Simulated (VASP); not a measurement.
# PbF2 (Fm-3m) in VASP: further runs

PbF2 is run at these levels: PBE, HSE06; tasks: single point.

Everything below comes from runs of VASP 6.6.1. Logs are shortened: lines on timing, memory, paths and dates and some standing lists are left out, and cuts for length are marked.

**1. The cell of the first run**

Symmetry: Fm-3m, No. 225, cubic system. Conventional cell: a = 5.921 Å, b = 5.921 Å, c = 5.921 Å, α = 90.00°, β = 90.00°, γ = 90.00°. Within 3.4 Å of Pb (site symmetry m-3m) lie 8 F at 2.56 Å. Within 3.4 Å of F (site symmetry -43m) lie 4 Pb at 2.56 Å and 6 F at 2.96 Å.

**2. Single point, PBE**

Contents of INCAR:

```
PREC     = Accurate       # precision mode
ENCUT    = 600            # plane-wave cutoff, eV
EDIFF    = 1E-6           # SCF threshold, eV
ISMEAR   = -1             # smearing method
SIGMA    = 0.05           # smearing width, eV
LREAL    = F              # projectors in reciprocal space
LASPH    = T              # aspherical terms in the spheres
NELM     = 120            # most SCF steps
ALGO     = Normal         # electronic algorithm
ISIF     = 2              # what is computed and relaxed
LWAVE    = F              # write WAVECAR
LCHARG   = T              # write CHGCAR
GGA      = PE             # functional
LELF     = T              # ELF
LVHAR    = T            
NBANDS   = 21             # bands
GGA_COMPAT= F
```

Contents of KPOINTS:

```
regular mesh
0
Gamma
  6 6 6
```

Contents of POSCAR:

```
PbF2
1.0
    0.0000000000      2.9604388884      2.9604388884
    2.9604388884      0.0000000000      2.9604388884
    2.9604388884      2.9604388884      0.0000000000
Pb F
1 2
Direct
    0.0000000000      0.0000000000      0.0000000000
    0.2500000000      0.2500000000      0.2500000000
    0.7500000000      0.7500000000      0.7500000000
```

Potentials or basis: VASP PAW PBE potentials, release 64 (Pb_d, F).

Started as:

```sh
$ cat potpaw_PBE.64/Pb_d/POTCAR potpaw_PBE.64/F/POTCAR > POTCAR
$ mpirun -np 1 vasp_std > vasp.out
```

OUTCAR:

```text
PREC = Accurate
   ENCUT = 600
   EDIFF = 1E-6
   ISMEAR = -1
   LREAL = F
   LASPH = T
   NELM = 120
   ISIF = 2
   GGA = PE

 ion  position               nearest neighbor table
   1  0.000  0.000  0.000-   3 2.56   3 2.56   3 2.56   2 2.56   3 2.56   2 2.56   2 2.56   2 2.56

   2  0.250  0.250  0.250-   1 2.56   1 2.56   1 2.56   1 2.56
   3  0.750  0.750  0.750-   1 2.56   1 2.56   1 2.56   1 2.56

  LATTYP: Found a face centered cubic cell.
 ALAT       =     5.9208777768

  Lattice vectors:

 A1 = (   0.0000000000,   2.9604388884,   2.9604388884)
 A2 = (   2.9604388884,   0.0000000000,   2.9604388884)
 A3 = (   2.9604388884,   2.9604388884,   0.0000000000)

Analysis of symmetry for initial positions (statically):
=====================================================================
 Subroutine PRICEL returns:
 Original cell was already a primitive cell.

 Routine SETGRP: Setting up the symmetry group for a
 face centered cubic supercell.

 Subroutine GETGRP returns: Found 48 space group operations
 (whereof 48 operations were pure point group operations)
 out of a pool of 48 trial point group operations.

The static configuration has the point symmetry O_h .

Analysis of symmetry for dynamics (positions and initial velocities):
=====================================================================
 Subroutine PRICEL returns:
 Original cell was already a primitive cell.

 Routine SETGRP: Setting up the symmetry group for a
 face centered cubic supercell.

 Subroutine GETGRP returns: Found 48 space group operations
 (whereof 48 operations were pure point group operations)
 out of a pool of 48 trial point group operations.

The dynamic configuration has the point symmetry O_h .

 Subroutine INISYM returns: Found 48 space group operations
 (whereof 48 operations are pure point group operations),
 and found     1 'primitive' translations

----------------------------------------------------------------------------------------

                                     Primitive cell

  volume of cell :      51.8917

  direct lattice vectors                    reciprocal lattice vectors
     0.000000000  2.960438888  2.960438888    -0.168893876  0.168893876  0.168893876
     2.960438888  0.000000000  2.960438888     0.168893876 -0.168893876  0.168893876
     2.960438888  2.960438888  0.000000000     0.168893876  0.168893876 -0.168893876

  length of vectors
     4.186692827  4.186692827  4.186692827     0.292532775  0.292532775  0.292532775

  position of ions in fractional coordinates (direct lattice)
     0.000000000  0.000000000  0.000000000
     0.250000000  0.250000000  0.250000000
     0.750000000  0.750000000  0.750000000

  ion indices of the primitive-cell ions
   primitive index   ion index
                 1           1
                 2           2
                 3           3

----------------------------------------------------------------------------------------

 KPOINTS: regular mesh

Automatic generation of k-mesh.
 Grid dimensions read from file:
 generate k-points for:    6    6    6

 Generating k-lattice:

  Cartesian coordinates                     Fractional coordinates (reciprocal lattice)
    -0.028148979  0.028148979  0.028148979     0.166666667  0.000000000  0.000000000
     0.028148979 -0.028148979  0.028148979     0.000000000  0.166666667  0.000000000
     0.028148979  0.028148979 -0.028148979     0.000000000  0.000000000  0.166666667

  Length of vectors
     0.048755463  0.048755463  0.048755463

  Shift w.r.t. Gamma in fractional coordinates (k-lattice)
     0.000000000  0.000000000  0.000000000

 Subroutine IBZKPT returns following result:
 ===========================================

 Found     16 irreducible k-points:

 Following reciprocal coordinates:
            Coordinates               Weight
  0.000000  0.000000  0.000000      1.000000
  0.166667  0.000000  0.000000      8.000000
  0.333333  0.000000  0.000000      8.000000
  0.500000  0.000000  0.000000      4.000000
  0.166667  0.166667  0.000000      6.000000
  0.333333  0.166667  0.000000     24.000000
[... 8 lines left out ...]
 -0.333333  0.333333  0.166667     24.000000
 -0.333333  0.500000  0.166667     12.000000
   k-points           NKPTS =     16   k-points in BZ     NKDIM =     16   number of bands    NBANDS=     21
   number of dos      NEDOS =    301   number of ions     NIONS =      3
   total plane-waves  NPLWV =  46656
   dimension x,y,z NGX =    36 NGY =   36 NGZ =   36
   dimension x,y,z NGXF=    72 NGYF=   72 NGZF=   72
   ions per type =               1   2
   NGX,Y,Z   is equivalent  to a cutoff of  14.29, 14.29, 14.29 a.u.
   NGXF,Y,Z  is equivalent  to a cutoff of  28.59, 28.59, 28.59 a.u.
 SYSTEM =  unknown system
   PREC   = accura    normal or accurate (medium, high low for compatibility)
   ISTART =      0    job   : 0-new  1-cont  2-samecut
   ICHARG =      2    charge: 1-file 2-atom 10-const
   ISPIN  =      1    spin polarized calculation?
   LNONCOLLINEAR =      F non collinear calculations
   LSORBIT =      F    spin-orbit coupling
   LASPH  =      T    aspherical Exc in radial PAW
   ENCUT  =  600.0 eV  44.10 Ry    6.64 a.u.   8.36  8.36  8.36*2*pi/ulx,y,z
   NELM   =    120;   NELMIN=  2; NELMDL= -5     # of ELM steps
   EDIFF  = 0.1E-05   stopping-criterion for ELM
   LREAL  =      F    real-space projection
   EDIFFG = 0.1E-04   stopping-criterion for IOM
   NSW    =      0    number of steps for IOM
   IBRION =     -1    ionic relax: 0-MD 1-quasi-New 2-CG
   NFREE  =      0    steps in history (QN), initial steepest desc. (CG)
   ISIF   =      2    stress and relaxation
   ISYM   =      2    0-nonsym 1-usesym 2-fastsym
   POTIM  = 0.5000    time-step for ionic-motion
   TEBEG  =    0.0;   TEEND  =   0.0 temperature during run
   PSTRESS=    0.0 pullay stress
   NELECT =      28.0000    total number of electrons
   NUPDOWN=      -1.0000    fix difference up-down
   EMIN   =  10.00;   EMAX   =-10.00  energy-range for DOS
   EFERMI =   0.00;   METHOD = LEGACY
   ISMEAR =    -1;   SIGMA  =   0.05  broadening in eV -4-tet -1-fermi 0-gaus
   EFERMI_NEDOS =   21; number of points for ismear=-14 and -15
   IALGO  =     38    algorithm
   IMIX   =      4    mixing-type and parameters
     AMIX     =   0.40;   BMIX     =  1.00
     AMIX_MAG =   1.60;   BMIX_MAG =  1.00
  volume/ion in A,a.u.               =      17.30       116.73
  Fermi-wavevector in a.u.,A,eV,Ry     =   1.332789  2.518606 24.168391  1.776327
  Thomas-Fermi vector in A             =   2.461697
   LORBIT       =      0    0 simple, 1 ext, 2 COOP (PROOUT), +10 PAW based schemes
   GGA     = PE    functional components
   LHFCALC =     F    Hartree Fock is set to
   AEXX    =    0.0000 exact exchange contribution
   IVDW    =     0    specifies the selected vdW correction
   LEPSILON=     F    determine dielectric tensor
   LRPA    =     F    only Hartree local field effects (RPA)
 non-spin polarized calculation
  energy-cutoff  :      600.00
  volume of cell :       51.89
 maximum number of plane-waves:      1759
 NGX is ok and might be reduce to    36
   NGX = 17   NGY = 17   NGZ = 17

 number of electron      28.0000008 magnetization

 Free energy of the ion-electron system (eV)
  ---------------------------------------------------
  ext. energy  EPLUGINS =         0.00000000
  ---------------------------------------------------
  free energy    TOTEN  =       -14.33430637 eV

  energy without entropy =      -14.33430637  energy(sigma->0) =      -14.33430637

 E-fermi :   3.1057     XC(G=0):  -9.4224

 val. band max:        1.9053522234   @ k =  -0.3333   0.3333   0.1667
 cond. band min:       6.3446915389   @ k =   0.5000   0.5000   0.0000
 fundamental gap:      4.4393393155
 Fermi energy:         3.1057089363

 k-point     1 :       0.0000    0.0000    0.0000
  band No.  band energies     occupation
      1     -19.1963      2.00000
      2     -18.5715      2.00000
      3     -12.5123      2.00000
      4     -12.5123      2.00000
      5     -12.5123      2.00000
      6     -12.4543      2.00000
[... 13 lines left out ...]
     20      17.0859      0.00000
     21      19.4549      0.00000

 k-point     2 :       0.1667    0.0000    0.0000
  band No.  band energies     occupation
      1     -19.1441      2.00000
      2     -18.6189      2.00000
      3     -12.5022      2.00000
      4     -12.5022      2.00000
      5     -12.4571      2.00000
      6     -12.4534      2.00000
[... 13 lines left out ...]
     20      16.4530      0.00000
     21      18.4658      0.00000

 k-point     3 :       0.3333    0.0000    0.0000
  band No.  band energies     occupation
      1     -19.0190      2.00000
      2     -18.7304      2.00000
      3     -12.4945      2.00000
      4     -12.4945      2.00000
      5     -12.4389      2.00000
      6     -12.4389      2.00000
[... 13 lines left out ...]
     20      15.8492      0.00000
     21      16.8835      0.00000

 k-point     4 :       0.5000    0.0000    0.0000
  band No.  band energies     occupation
      1     -18.9072      2.00000
      2     -18.8336      2.00000
      3     -12.4958      2.00000
      4     -12.4958      2.00000
      5     -12.4264      2.00000
      6     -12.4264      2.00000
[... 13 lines left out ...]
     20      15.6820      0.00000
     21      16.1964      0.00000

 k-point     5 :       0.1667    0.1667    0.0000
  band No.  band energies     occupation
      1     -19.1283      2.00000
      2     -18.6324      2.00000
      3     -12.4906      2.00000
      4     -12.4906      2.00000
      5     -12.4626      2.00000
      6     -12.4507      2.00000
[... 13 lines left out ...]
     20      17.3388      0.00000
     21      18.4821      0.00000
[... 190 lines left out ...]
     20      18.6206      0.00000
     21      19.2425      0.00000

 k-point    14 :       0.5000    0.3333    0.1667
  band No.  band energies     occupation
      1     -18.9498      2.00000
      2     -18.7850      2.00000
      3     -12.4758      2.00000
      4     -12.4513      2.00000
      5     -12.4502      2.00000
      6     -12.4052      2.00000
[... 13 lines left out ...]
     20      17.8485      0.00000
     21      18.6588      0.00000

 k-point    15 :      -0.3333    0.3333    0.1667
  band No.  band energies     occupation
      1     -18.8727      2.00000
      2     -18.8543      2.00000
      3     -12.4744      2.00000
      4     -12.4546      2.00000
      5     -12.4311      2.00000
      6     -12.3778      2.00000
[... 13 lines left out ...]
     20      18.4757      0.00000
     21      18.5139      0.00000

 k-point    16 :      -0.3333    0.5000    0.1667
  band No.  band energies     occupation
      1     -18.8881      2.00000
      2     -18.8340      2.00000
      3     -12.4804      2.00000
      4     -12.4397      2.00000
      5     -12.4231      2.00000
      6     -12.3889      2.00000
[... 13 lines left out ...]
     20      17.2882      0.00000
     21      18.5634      0.00000

------------------------ aborting loop because EDIFF is reached ----------------------------------------

  FORCE on cell =-STRESS in cart. coord.  units (eV):
  Direction    XX          YY          ZZ          XY          YZ          ZX
  --------------------------------------------------------------------------------------
  -------------------------------------------------------------------------------------
  Total        0.8732666      0.8732666      0.8732666     -0.0000000     -0.0000000     -0.0000000
  in kB       26.9624357     26.9624357     26.9624357     -0.0000000     -0.0000000     -0.0000000
  external PRESSURE =      26.9624357 kB  Pullay stress =       0.0000000 kB

 VOLUME and BASIS-vectors are now :
 -----------------------------------------------------------------------------
  energy-cutoff  :      600.00
  volume of cell :       51.89
      direct lattice vectors                 reciprocal lattice vectors
     0.000000000  2.960438888  2.960438888    -0.168893876  0.168893876  0.168893876
     2.960438888  0.000000000  2.960438888     0.168893876 -0.168893876  0.168893876
     2.960438888  2.960438888  0.000000000     0.168893876  0.168893876 -0.168893876

 POSITION                                       TOTAL-FORCE (eV/Angst)
 -----------------------------------------------------------------------------------
      0.00000      0.00000      0.00000        -0.000000      0.000000      0.000000
      1.48022      1.48022      1.48022        -0.000000     -0.000000     -0.000000
      4.44066      4.44066      4.44066         0.000000      0.000000     -0.000000
 -----------------------------------------------------------------------------------
    total drift:                                0.000000      0.000000      0.000000

  FREE ENERGIE OF THE ION-ELECTRON SYSTEM (eV)
  ---------------------------------------------------
  free  energy   TOTEN  =       -14.3343063688 eV

  energy  without entropy=      -14.3343063688  energy(sigma->0) =      -14.33430637
```

It took 21 s on 1 thread of Intel Xeon Platinum 8488C (Sapphire Rapids), shared host; peak memory 0.2 GiB.

Results:

- Free energy: -14.3343 eV
- Pressure: 2.7 GPa
- Band gap on the k mesh: 4.44 eV (least direct gap 4.56 eV)

Levels at points of the mesh, in eV from the valence-band top:
| k point | band 11 | band 12 | band 13 | band 14 | band 15 | band 16 | band 17 | band 18 |
| --- | --- | --- | --- | --- | --- | --- | --- | --- |
| (0.00, 0.00, 0.00) | -2.47 | -1.98 | -1.98 | -1.98 | 6.80 | 6.80 | 6.80 | 10.67 |
| (0.50, 0.00, 0.00) | -2.68 | -2.14 | -2.14 | -0.01 | 5.05 | 7.70 | 7.70 | 13.25 |
| (0.50, 0.50, 0.00) | -1.55 | -1.55 | -1.55 | -0.12 | 4.44 | 7.93 | 7.93 | 8.98 |

Caveat: spin-orbit coupling is left out, which moves the levels of the heavy elements.

**3. Single point, PBE**

Contents of INCAR:

```
SYSTEM = PbF2
ALGO = Normal
EDIFF = 1E-6
ENCUT = 600
GGA = PE
GGA_COMPAT = .False.
ISIF = 2
ISMEAR = 1
LASPH = .True.
LCHARG = .False.
LREAL = .False.
LWAVE = .False.
NBANDS = 21
NELM = 120
PREC = Accurate
SIGMA = 0.5
```

Contents of KPOINTS:

```
k-points
0
Gamma
  6 6 6
  0 0 0
```

POSCAR is that of step 2.

Potentials or basis: VASP PAW PBE potentials, release 64 (Pb_d, F).

Started as:

```sh
$ cat potpaw_PBE.64/Pb_d/POTCAR potpaw_PBE.64/F/POTCAR > POTCAR
$ mpirun -np 1 vasp_std > vasp.out
```

It took 22 s on 1 thread of Intel Xeon Platinum 8488C (Sapphire Rapids), shared host; peak memory 0.2 GiB.

Results (log left out):

| Property | Result |
| --- | --- |
| Free energy | -14.3149 eV |
| Pressure | 2.6 GPa |
| Band gap on the k mesh | 4.44 eV (least direct gap 4.56 eV) |

Levels at points of the mesh, in eV from the valence-band top:
```csv
k point,band 11,band 12,band 13,band 14,band 15,band 16,band 17,band 18
"(0.00, 0.00, 0.00)",-2.47,-1.98,-1.98,-1.98,6.80,6.80,6.80,10.67
"(0.50, 0.00, 0.00)",-2.68,-2.14,-2.14,-0.01,5.05,7.70,7.70,13.25
"(0.50, 0.50, 0.00)",-1.55,-1.55,-1.55,-0.12,4.44,7.93,7.93,8.98
```

Caveat: spin-orbit coupling is left out, which moves the levels of the heavy elements.

**4. Single point, PBE**

Contents of INCAR:

```
  PREC = Accurate
  ENCUT = 600
  EDIFF = 1E-6
  ISMEAR = -5
  SIGMA = 0.1
  LREAL = False
  LASPH = True
  NELM = 120
  ALGO = Normal
  ISIF = 2
  LWAVE = False
  LCHARG = False
  GGA = PE
  NBANDS = 21
  GGA_COMPAT = False
```

Contents of KPOINTS:

```
regular mesh
0
Gamma
  6 6 6
```

POSCAR is that of step 3.

Started as:

```sh
$ cat potpaw_PBE.64/Pb_d/POTCAR potpaw_PBE.64/F/POTCAR > POTCAR
$ mpirun -np 1 vasp_std > vasp.out
```

It took 21 s on 1 thread of Intel Xeon Platinum 8488C (Sapphire Rapids), shared host; peak memory 0.2 GiB.

It converged, with:

| Property | Result |
| --- | --- |
| Free energy | -14.3343 eV |
| Pressure | 2.7 GPa |
| Band gap on the k mesh | 4.44 eV (least direct gap 4.56 eV) |

Levels at points of the mesh, in eV from the valence-band top:
```
           k point  band 11  band 12  band 13  band 14  band 15  band 16  band 17  band 18
(0.00, 0.00, 0.00)    -2.47    -1.98    -1.98    -1.98     6.80     6.80     6.80    10.67
(0.50, 0.00, 0.00)    -2.68    -2.14    -2.14    -0.01     5.05     7.70     7.70    13.25
(0.50, 0.50, 0.00)    -1.55    -1.55    -1.55    -0.12     4.44     7.93     7.93     8.98
```

Caveat: spin-orbit coupling is left out, which moves the levels of the heavy elements.

**5. Single point, HSE06**

POSCAR is that of step 4.

Contents of INCAR.step1:

```
SYSTEM = PbF2
  ALGO = Normal
  EDIFF = 1E-5
  ENCUT = 520
  GGA = PE
  GGA_COMPAT = .False.
  ISIF = 2
  ISMEAR = 0
  LASPH = .True.
  LCHARG = .False.
  LREAL = .False.
  LWAVE = .True.
  NBANDS = 21
  NELM = 120
  PREC = Accurate
  SIGMA = 0.01
```

Contents of INCAR.step2:

```
SYSTEM = PbF2
  ALGO = Normal
  EDIFF = 1E-6
  ENCUT = 520
  GGA = PE
  GGA_COMPAT = .False.
  HFSCREEN = 0.2079
  ISIF = 2
  ISMEAR = 0
  ISTART = 1
  LASPH = .True.
  LCHARG = .False.
  LHFCALC = .True.
  LREAL = .False.
  LWAVE = .False.
  NBANDS = 21
  NELM = 120
  PREC = Accurate
  PRECFOCK = Normal
  SIGMA = 0.01
```

Contents of KPOINTS:

```
k-points
0
Gamma
  4 4 4
  0 0 0
```

Started as:

```sh
$ cat potpaw_PBE.64/Pb_d/POTCAR potpaw_PBE.64/F/POTCAR > POTCAR
$ cp INCAR.step1 INCAR
$ mpirun -np 1 vasp_std > vasp.out
$ cp INCAR.step2 INCAR
$ mpirun -np 1 vasp_std > vasp.out
```

Run time: 11 min. Hardware: 1 thread of Intel Xeon Platinum 8488C (Sapphire Rapids), shared host; peak memory 0.29 GiB.

The run converged. Its results:

| Item | Value |
| --- | --- |
| Free energy | -17.8324 eV |
| Pressure | 1.1 GPa |
| Band gap on the k mesh | 5.72 eV (least direct gap 5.86 eV) |

Levels at points of the mesh, in eV from the valence-band top:
```tsv
k point	band 11	band 12	band 13	band 14	band 15	band 16	band 17	band 18
(0.00, 0.00, 0.00)	-3.17	-2.63	-2.63	-2.63	8.19	8.19	8.19	11.95
(0.50, 0.00, 0.00)	-3.35	-2.82	-2.82	-0.13	6.27	9.16	9.16	14.63
(0.50, 0.50, 0.00)	-2.19	-2.19	-2.19	-0.14	5.72	9.41	9.41	10.22
```

Caveat: the k points lie up to 0.46 Å⁻¹ apart; the PAW data sets were made with another functional, which shifts forces and pressure a little; spin-orbit coupling is left out, which moves the levels of the heavy elements.

**6. Summary**

```csv
level,k mesh,cutoff (eV),smearing,grid for exact exchange (PRECFOCK),share of exact exchange,screening parameter,gap on the mesh (eV),pressure (GPa)
PBE,6 × 6 × 6,600,fermi-dirac 0.05 eV,-,-,-,4.44,2.7
PBE,6 × 6 × 6,600,methfessel-paxton 0.5 eV,-,-,-,4.44,2.6
PBE,6 × 6 × 6,600,tetrahedron,-,-,-,4.44,2.7
HSE06,4 × 4 × 4,520,gaussian 0.01 eV,Normal,0.25,0.2079 1/Å,5.72,1.1
```

Alike in all rows: task single point; potentials or basis VASP PAW PBE potentials, release 64 (Pb_d, F); no spin polarisation; cell as given.

Caveats: some runs use coarse meshes; spin-orbit coupling is left out, which moves the levels of the heavy elements; the PAW data sets were made with another functional, which shifts forces and pressure a little (at least some runs).

Total energies depend on the potentials used, so only differences within one code and one set of settings carry meaning.
